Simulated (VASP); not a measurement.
Set up this calculation in VASP 6.6.1, as the native input.

| Quantity | Value |
| --- | --- |
| Task | single point |
| Functional | PBE |
| Potentials or basis | VASP PAW PBE potentials, release 64 (Hf_pv, O) |
| Cutoff | 520 eV |
| k mesh | 14 × 14 × 14 |
| Occupations | gaussian, width 0.1 eV |
| Spin | no spin polarisation |
| Dipole correction | no |
| Further INCAR settings | ALGO = Normal; EDIFF = 1e-06; NBANDS = 22 |

The structure of HfO3 lies in POSCAR:

```
HfO3
1.0
    3.3235951959      0.0000000000      0.0000000000
    0.0000000000      3.3235951959      0.0000000000
    0.0000000000      0.0000000000      3.3235951959
Hf O
1 3
Direct
    0.0000000000      0.0000000000      0.0000000000
    0.0000000000      0.5000000000      0.5000000000
    0.5000000000      0.0000000000      0.5000000000
    0.5000000000      0.5000000000      0.0000000000
```

The input as run:

INCAR

```
ALGO = Normal
EDIFF = 1E-6
ENCUT = 520
GGA = PE
ISIF = 2
ISMEAR = 0
LASPH = True
LCHARG = False
LREAL = False
LWAVE = False
NBANDS = 22
NELM = 80
PREC = Accurate
SIGMA = 0.1
```

KPOINTS

```
k-points
0
Gamma
  14 14 14
```

Potentials or basis: VASP PAW PBE potentials, release 64 (Hf_pv, O).

Launch:

```console
$ cat potpaw_PBE.64/Hf_pv/POTCAR potpaw_PBE.64/O/POTCAR > POTCAR
$ mpirun -np 1 vasp_std > vasp.out
```

It gave:

```
Pressure               : -3.3 GPa
Band gap on the k mesh : zero (band 14 reaches 6.15 eV, above the bottom of band 15 at 5.06 eV)
```

Caveat: spin-orbit coupling is left out, which moves the levels of the heavy elements.

Wall time 44 s on 1 thread of AMD EPYC 9R45 96-Core Processor (Zen 5) (shared host), peak memory 0.19 GiB.
